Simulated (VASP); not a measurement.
# Rh in VASP: single point with PBE

Aim: the single point of Rh with PBE.

All numbers are computed with VASP 6.6.1; they aren't measurements. Logs are shortened: lines on timing, memory, paths and dates and some standing lists are left out, and cuts for length are marked.

**1. The cell of the first run**

The cell holds a slab with vacuum, 18 atoms: a = 11.400 Å, b = 5.374 Å, c = 13.687 Å, α = 90.00°, β = 90.00°, γ = 90.00°.

**2. Single point, PBE**

INCAR

```
PREC     = Accurate       # precision mode
ENCUT    = 520            # plane-wave cutoff, eV
EDIFF    = 1E-6           # SCF threshold, eV
ISMEAR   = -1             # smearing method
SIGMA    = 0.1            # smearing width, eV
LREAL    = Auto         
LASPH    = T              # aspherical terms in the spheres
NELM     = 100            # most SCF steps
ALGO     = Normal         # electronic algorithm
ISIF     = 2              # what is computed and relaxed
LWAVE    = F              # write WAVECAR
LCHARG   = F              # write CHGCAR
GGA      = PE             # functional
NBANDS   = 150            # bands
```

KPOINTS

```
regular mesh
0
Gamma
  1 2 1
```

POSCAR

```
Rh
1.0
   11.4000000000      0.0000000000      0.0000000000
    0.0000000000      5.3740120000      0.0000000000
    0.0000000000      0.0000000000     13.6870060000
Rh
18
Direct
    0.0000000000      0.0000000000      0.0730619976
    0.3333333333      0.0000000000      0.0730619976
    0.6666666667      0.0000000000      0.0730619976
    0.0000000000      0.4999988835      0.0730619976
    0.3333333333      0.4999988835      0.0730619976
    0.6666666667      0.4999988835      0.0730619976
    0.1663684211      0.2456451530      0.1778986580
    0.5057543860      0.2584847224      0.1592897672
    0.8433070175      0.2414583369      0.1524073271
    0.1807017544      0.7493842589      0.1668443778
    0.5082631579      0.7598606032      0.1609044374
    0.8396052632      0.7381635917      0.1571855817
   -0.0029298246      0.0096017649      0.2649008848
    0.3432105263      0.0198175962      0.2460581956
    0.6755263158      0.0181242617      0.2506026519
    0.0102982456      0.4989382234      0.2525461010
    0.3632105263      0.4949188800      0.2652004390
    0.6828771930      0.5257152384      0.2465330986
```

Potentials or basis: VASP PAW PBE potentials, release 64 (Rh_pv).

Run with:

```console
$ cat potpaw_PBE.64/Rh_pv/POTCAR > POTCAR
$ mpirun -np 1 vasp_std > vasp.out
```

OUTCAR:

```text
PREC = Accurate
   ENCUT = 520
   EDIFF = 1E-6
   ISMEAR = -1
   LREAL = Auto
   LASPH = T
   NELM = 100
   ISIF = 2
   GGA = PE

 ion  position               nearest neighbor table
   1  0.000  0.000  0.073-   9 2.46  12 2.58  13 2.63   4 2.69   4 2.69   7 2.72  10 2.78
   2  0.333  0.000  0.073-  14 2.37  10 2.55  11 2.66   8 2.68   5 2.69   5 2.69   7 2.72
   3  0.667  0.000  0.073-  15 2.43  11 2.52   8 2.59   9 2.63  12 2.68   6 2.69   6 2.69
   4  0.000  0.500  0.073-  16 2.46   9 2.51  12 2.51   1 2.69   1 2.69   7 2.74  10 2.77
   5  0.333  0.500  0.073-  10 2.54   8 2.63  17 2.65   2 2.69   2 2.69  11 2.72   7 2.75
   6  0.667  0.500  0.073-  18 2.39   8 2.54  11 2.58  12 2.62   9 2.68   3 2.69   3 2.69
   7  0.166  0.246  0.178-  16 2.46  14 2.53  13 2.60  10 2.68  10 2.72   1 2.72   2 2.72   4 2.74
                             5 2.75  17 2.87
   8  0.506  0.258  0.159-  17 2.52   6 2.54  14 2.55   3 2.59   5 2.63  15 2.64  11 2.68   2 2.68
                            11 2.69  18 2.75
   9  0.843  0.241  0.152-   1 2.46   4 2.51  15 2.63   3 2.63  13 2.64  12 2.67   6 2.68  12 2.71
                            18 2.71  16 2.72
  10  0.181  0.749  0.167-   5 2.54   2 2.55  14 2.59  16 2.64   7 2.68   7 2.72   4 2.77   1 2.78
                            17 2.83  13 2.85
  11  0.508  0.760  0.161-   3 2.52   6 2.58  17 2.61  14 2.62  18 2.63  15 2.66   2 2.66   8 2.68
                             8 2.69   5 2.72
  12  0.840  0.738  0.157-  18 2.45   4 2.51   1 2.58   6 2.62   9 2.67  16 2.67   3 2.68   9 2.71
                            15 2.72  13 2.74
  13  0.997  0.010  0.265-   7 2.60   1 2.63  16 2.64   9 2.64  12 2.74  16 2.75  10 2.85
  14  0.343  0.020  0.246-   2 2.37   7 2.53   8 2.55  17 2.58  10 2.59  11 2.62  17 2.84
  15  0.676  0.018  0.251-   3 2.43   9 2.63   8 2.64  18 2.65  11 2.66  12 2.72  18 2.73
  16  0.010  0.499  0.253-   4 2.46   7 2.46  10 2.64  13 2.64  12 2.67   9 2.72  13 2.75
  17  0.363  0.495  0.265-   8 2.52  14 2.58  11 2.61   5 2.65  10 2.83  14 2.84   7 2.87
  18  0.683  0.526  0.247-   6 2.39  12 2.45  11 2.63  15 2.65   9 2.71  15 2.73   8 2.75

  LATTYP: Found a simple orthorhombic cell.
 ALAT       =     5.3740120000
 B/A-ratio  =     2.1213201608
 C/A-ratio  =     2.5468878745

  Lattice vectors:

 A1 = (   0.0000000000,  -5.3740120000,   0.0000000000)
 A2 = (  11.4000000000,   0.0000000000,   0.0000000000)
 A3 = (   0.0000000000,   0.0000000000,  13.6870060000)

Analysis of symmetry for initial positions (statically):
=====================================================================
 Subroutine PRICEL returns:
 Original cell was already a primitive cell.

 Routine SETGRP: Setting up the symmetry group for a
 simple orthorhombic supercell.

 Subroutine GETGRP returns: Found  1 space group operations
 (whereof  1 operations were pure point group operations)
 out of a pool of  8 trial point group operations.

The static configuration has the point symmetry C_1 .

Analysis of symmetry for dynamics (positions and initial velocities):
=====================================================================
 Subroutine PRICEL returns:
 Original cell was already a primitive cell.

 Routine SETGRP: Setting up the symmetry group for a
 simple orthorhombic supercell.

 Subroutine GETGRP returns: Found  1 space group operations
 (whereof  1 operations were pure point group operations)
 out of a pool of  8 trial point group operations.

The dynamic configuration has the point symmetry C_1 .

 Subroutine INISYM returns: Found  1 space group operations
 (whereof  1 operations are pure point group operations),
 and found     1 'primitive' translations

----------------------------------------------------------------------------------------

                                     Primitive cell

  volume of cell :     838.5171

  direct lattice vectors                    reciprocal lattice vectors
    11.400000000  0.000000000  0.000000000     0.087719298  0.000000000  0.000000000
     0.000000000  5.374012000  0.000000000     0.000000000  0.186080716  0.000000000
     0.000000000  0.000000000 13.687006000     0.000000000  0.000000000  0.073061998

  length of vectors
    11.400000000  5.374012000 13.687006000     0.087719298  0.186080716  0.073061998

  position of ions in fractional coordinates (direct lattice)
     0.000000000  0.000000000  0.073061998
     0.333333333  0.000000000  0.073061998
     0.666666667  0.000000000  0.073061998
     0.000000000  0.499998883  0.073061998
     0.333333333  0.499998883  0.073061998
     0.666666667  0.499998883  0.073061998
[... 10 lines left out ...]
     0.363210526  0.494918880  0.265200439
     0.682877193  0.525715238  0.246533099

  ion indices of the primitive-cell ions
   primitive index   ion index
                 1           1
                 2           2
                 3           3
                 4           4
                 5           5
                 6           6
[... 10 lines left out ...]
                17          17
                18          18

----------------------------------------------------------------------------------------

 KPOINTS: regular mesh

Automatic generation of k-mesh.
 Grid dimensions read from file:
 generate k-points for:    1    2    1

 Generating k-lattice:

  Cartesian coordinates                     Fractional coordinates (reciprocal lattice)
     0.087719298  0.000000000  0.000000000     1.000000000  0.000000000  0.000000000
     0.000000000  0.093040358  0.000000000     0.000000000  0.500000000  0.000000000
     0.000000000  0.000000000  0.073061998     0.000000000  0.000000000  1.000000000

  Length of vectors
     0.087719298  0.093040358  0.073061998

  Shift w.r.t. Gamma in fractional coordinates (k-lattice)
     0.000000000  0.000000000  0.000000000

 Subroutine IBZKPT returns following result:
 ===========================================

 Found      2 irreducible k-points:

 Following reciprocal coordinates:
            Coordinates               Weight
  0.000000  0.000000  0.000000      1.000000
  0.000000  0.500000  0.000000      1.000000
   k-points           NKPTS =      2   k-points in BZ     NKDIM =      2   number of bands    NBANDS=    150
   number of dos      NEDOS =    301   number of ions     NIONS =     18
   total plane-waves  NPLWV = 388800
   dimension x,y,z NGX =    90 NGY =   40 NGZ =  108
   dimension x,y,z NGXF=   180 NGYF=   80 NGZF=  216
   ions per type =              18
   NGX,Y,Z   is equivalent  to a cutoff of  13.12, 12.37, 13.12 a.u.
   NGXF,Y,Z  is equivalent  to a cutoff of  26.25, 24.75, 26.24 a.u.
 SYSTEM =  unknown system
   PREC   = accura    normal or accurate (medium, high low for compatibility)
   ISTART =      0    job   : 0-new  1-cont  2-samecut
   ICHARG =      2    charge: 1-file 2-atom 10-const
   ISPIN  =      1    spin polarized calculation?
   LNONCOLLINEAR =      F non collinear calculations
   LSORBIT =      F    spin-orbit coupling
   LASPH  =      T    aspherical Exc in radial PAW
   ENCUT  =  520.0 eV  38.22 Ry    6.18 a.u.  21.20  9.99 25.45*2*pi/ulx,y,z
   NELM   =    100;   NELMIN=  2; NELMDL= -5     # of ELM steps
   EDIFF  = 0.1E-05   stopping-criterion for ELM
   LREAL  =      T    real-space projection
   EDIFFG = 0.1E-04   stopping-criterion for IOM
   NSW    =      0    number of steps for IOM
   IBRION =     -1    ionic relax: 0-MD 1-quasi-New 2-CG
   NFREE  =      0    steps in history (QN), initial steepest desc. (CG)
   ISIF   =      2    stress and relaxation
   ISYM   =      2    0-nonsym 1-usesym 2-fastsym
   POTIM  = 0.5000    time-step for ionic-motion
   TEBEG  =    0.0;   TEEND  =   0.0 temperature during run
   PSTRESS=    0.0 pullay stress
   NELECT =     270.0000    total number of electrons
   NUPDOWN=      -1.0000    fix difference up-down
   EMIN   =  10.00;   EMAX   =-10.00  energy-range for DOS
   EFERMI =   0.00;   METHOD = LEGACY
   ISMEAR =    -1;   SIGMA  =   0.10  broadening in eV -4-tet -1-fermi 0-gaus
   EFERMI_NEDOS =   21; number of points for ismear=-14 and -15
   IALGO  =     38    algorithm
   IMIX   =      4    mixing-type and parameters
     AMIX     =   0.40;   BMIX     =  1.00
     AMIX_MAG =   1.60;   BMIX_MAG =  1.00
  volume/ion in A,a.u.               =      46.58       314.37
  Fermi-wavevector in a.u.,A,eV,Ry     =   1.122084  2.120432 17.130727  1.259073
  Thomas-Fermi vector in A             =   2.258742
   LORBIT       =      0    0 simple, 1 ext, 2 COOP (PROOUT), +10 PAW based schemes
   GGA     = PE    functional components
   LHFCALC =     F    Hartree Fock is set to
   AEXX    =    0.0000 exact exchange contribution
   IVDW    =     0    specifies the selected vdW correction
   LEPSILON=     F    determine dielectric tensor
   LRPA    =     F    only Hartree local field effects (RPA)
 non-spin polarized calculation
  energy-cutoff  :      520.00
  volume of cell :      838.52
 maximum number of plane-waves:     22584
 NGX is ok and might be reduce to    90
   NGX = 43   NGY = 19   NGZ = 51

 number of electron     270.0000012 magnetization

 Free energy of the ion-electron system (eV)
  ---------------------------------------------------
  ext. energy  EPLUGINS =         0.00000000
  ---------------------------------------------------
  free energy    TOTEN  =      -112.90603486 eV

  energy without entropy =     -111.69664321  energy(sigma->0) =     -112.30133904

 E-fermi :   0.4441     XC(G=0):  -5.5715

 val. band max:        0.4168797421   @ k =   0.0000   0.0000   0.0000
 cond. band min:       0.4967487263   @ k =   0.0000   0.5000   0.0000
 fundamental gap:      0.0798689841
 Fermi energy:         0.4441466050

 k-point     1 :       0.0000    0.0000    0.0000
  band No.  band energies     occupation
      1     -46.6922      2.00000
      2     -46.6650      2.00000
      3     -46.6319      2.00000
      4     -46.6044      2.00000
      5     -46.5866      2.00000
      6     -46.5434      2.00000
[... 139 lines left out ...]
    146       1.1125      0.00250
    147       1.1265      0.00217

 k-point     2 :       0.0000    0.5000    0.0000
  band No.  band energies     occupation
      1     -46.5992      2.00000
      2     -46.5698      2.00000
      3     -46.5681      2.00000
      4     -46.5256      2.00000
      5     -46.4979      2.00000
      6     -46.4855      2.00000
[... 139 lines left out ...]
    146       0.7688      0.07492
    147       0.7742      0.07108
 [bands above 147 left out]

------------------------ aborting loop because EDIFF is reached ----------------------------------------

  FORCE on cell =-STRESS in cart. coord.  units (eV):
  Direction    XX          YY          ZZ          XY          YZ          ZX
  --------------------------------------------------------------------------------------
  -------------------------------------------------------------------------------------
  Total        1.0283021    -16.6949330     11.2402623     -0.4693861     -0.9134742     -7.7912118
  in kB        1.9648046    -31.8994593     21.4770726     -0.8968687     -1.7453998    -14.8868788
  external PRESSURE =      -2.8191940 kB  Pullay stress =       0.0000000 kB

 VOLUME and BASIS-vectors are now :
 -----------------------------------------------------------------------------
  energy-cutoff  :      520.00
  volume of cell :      838.52
      direct lattice vectors                 reciprocal lattice vectors
    11.400000000  0.000000000  0.000000000     0.087719298  0.000000000  0.000000000
     0.000000000  5.374012000  0.000000000     0.000000000  0.186080716  0.000000000
     0.000000000  0.000000000 13.687006000     0.000000000  0.000000000  0.073061998

 POSITION                                       TOTAL-FORCE (eV/Angst)
 -----------------------------------------------------------------------------------
      0.00000      0.00000      1.00000         1.312297     -0.482011      0.064495
      3.80000      0.00000      1.00000         0.223905      0.165569     -1.652150
      7.60000      0.00000      1.00000         0.587181      0.178553     -1.318135
      0.00000      2.68700      1.00000         1.152495      0.023823     -1.036910
      3.80000      2.68700      1.00000         0.256479     -0.075295      0.458308
      7.60000      2.68700      1.00000         0.585184     -0.092803     -1.894314
[... 10 lines left out ...]
      4.14060      2.65970      3.62980        -1.329211      0.643480     -0.852241
      7.78480      2.82520      3.37430        -1.112593     -0.956996      2.101186
 -----------------------------------------------------------------------------------
    total drift:                                0.004139     -0.001403      0.006873

  FREE ENERGIE OF THE ION-ELECTRON SYSTEM (eV)
  ---------------------------------------------------
  free  energy   TOTEN  =      -112.9060348633 eV

  energy  without entropy=     -111.6966432135  energy(sigma->0) =     -112.30133904
```

Run time: 15 min. Hardware: 1 thread of AMD EPYC 7R43 (Zen 3), shared host; peak memory 0.74 GiB.

Results:

```yaml
Free_energy: -112.9060 eV
Largest_force: 2.631 eV/Å
Band_gap_on_the_k_mesh: zero (bands 135 and 136 overlap by 0.32 eV)
```

Forces in eV/Å, atoms in the order of the input:
```
Rh   1.312 -0.482  0.064
Rh   0.224  0.166 -1.652
Rh   0.587  0.179 -1.318
Rh   1.152  0.024 -1.037
Rh   0.256 -0.075  0.458
Rh   0.585 -0.093 -1.894
Rh   0.743  0.252 -0.552
Rh   0.043 -0.109  0.000
Rh  -1.056  0.444  0.698
Rh  -1.235 -0.249  0.512
Rh  -0.829 -0.274  0.125
Rh   0.512  1.281 -0.025
Rh   0.323 -0.561 -1.010
Rh   0.334 -0.684  2.519
Rh   0.338 -0.055  0.685
Rh  -0.848  0.550  1.178
Rh  -1.329  0.643 -0.852
Rh  -1.113 -0.957  2.101
```

Caveat: the k points lie up to 0.58 Å⁻¹ apart; the atoms stand as in a frame of molecular dynamics.
